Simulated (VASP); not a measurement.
**TaSi2: single point with PBE**

TaSi2:

```
Ta Si
1.0
     4.78390    0.00000    0.00000
    -2.39195    4.14298    0.00000
     0.00000    0.00000    6.57000
Ta Si
3 6
Direct
  0.50000 0.00000 0.00000
  0.50000 0.50000 0.66667
  0.00000 0.50000 0.33333
  0.15897 0.31794 0.00000
  0.84103 0.15897 0.66667
  0.68206 0.84103 0.33333
  0.84103 0.68206 0.00000
  0.15897 0.84103 0.66667
  0.31794 0.15897 0.33333
```

```yaml
Program: VASP 6.6.1
Task: single point
Functional: PBE
Potentials_or_basis: VASP PAW PBE potentials, release 64 (Ta_pv, Si)
Cutoff: 520 eV
k_mesh: 6 × 6 × 4
Occupations: gaussian, width 0.1 eV
Spin: no spin polarisation
```

| Quantity | Value |
| --- | --- |
| Pressure | 2.6 GPa |
| Largest force | 0.021 eV/Å |
| Band gap on the k mesh | zero (an odd number of electrons rules out a gap without spin polarisation) |

Forces on the atoms (eV/Å):
```
Ta   0.000  0.000  0.000
Ta   0.000  0.000  0.000
Ta   0.000  0.000  0.000
Si   0.000  0.021  0.000
Si  -0.018  0.011  0.000
Si  -0.018 -0.011  0.000
Si   0.000 -0.021  0.000
Si   0.018 -0.011  0.000
Si   0.018  0.011  0.000
```

Stress tensor (GPa, compression positive):
```
2.30 0.00 0.00
0.00 2.30 0.00
0.00 0.00 3.28
```

Levels at points of the mesh, in eV from the Fermi level:
| k point | band 26 | band 27 | band 28 | band 29 | band 30 | band 31 | band 32 | band 33 |
| --- | --- | --- | --- | --- | --- | --- | --- | --- |
| (0.00, 0.00, 0.00) | -2.44 | -2.18 | -2.18 | -1.48 | 0.74 | 2.99 | 2.99 | 3.44 |
| (0.50, 0.00, 0.00) | -1.08 | -0.74 | -0.08 | -0.04 | 0.87 | 1.19 | 1.57 | 1.96 |
| (0.00, 0.00, 0.50) | -2.03 | -1.78 | -1.78 | 1.14 | 1.14 | 2.61 | 2.61 | 3.44 |
| (0.50, 0.00, 0.50) | -2.03 | -1.83 | -0.68 | -0.26 | 1.56 | 1.96 | 2.53 | 2.56 |

It took 60 s on 1 thread of AMD EPYC 9R45 96-Core Processor (Zen 5) (shared host), peak memory 0.25 GiB.

Caveat: spin-orbit coupling is left out, which moves the levels of the heavy elements.
